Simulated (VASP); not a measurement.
Crystal: SiC.

```
Si C
1.0
     0.00000    2.18985    2.18985
     2.18985    0.00000    2.18985
     2.18985    2.18985    0.00000
Si C
1 1
Direct
  0.00000 0.00000 0.00000
  0.75000 0.75000 0.75000
```

Base run:

| Quantity | Value |
| --- | --- |
| Program | VASP 6.6.1 |
| Functional | PBEsol |
| Potentials or basis | VASP PAW PBE potentials, release 64 (Si, C) |
| Cutoff | 520 eV |
| k mesh | 14 × 14 × 14 |
| Occupations | gaussian, width 0.05 eV |
| Spin | no spin polarisation |

Its results: band gap on the k mesh 1.25 eV, indirect (least direct gap 4.43 eV); pressure -3.0 GPa.

Task: The run is repeated on the same cell with these changes: functional from PBEsol to PBE. What comes out?

Result: Band gap on the k mesh 1.37 eV, indirect (least direct gap 4.53 eV); pressure 0.0 GPa.

PBE binds less tightly than PBEsol, so the same cell stands under more pressure.

Caveats: the PAW data sets were made with another functional, which shifts forces and pressure a little (some runs).

A k mesh can miss the band edges.
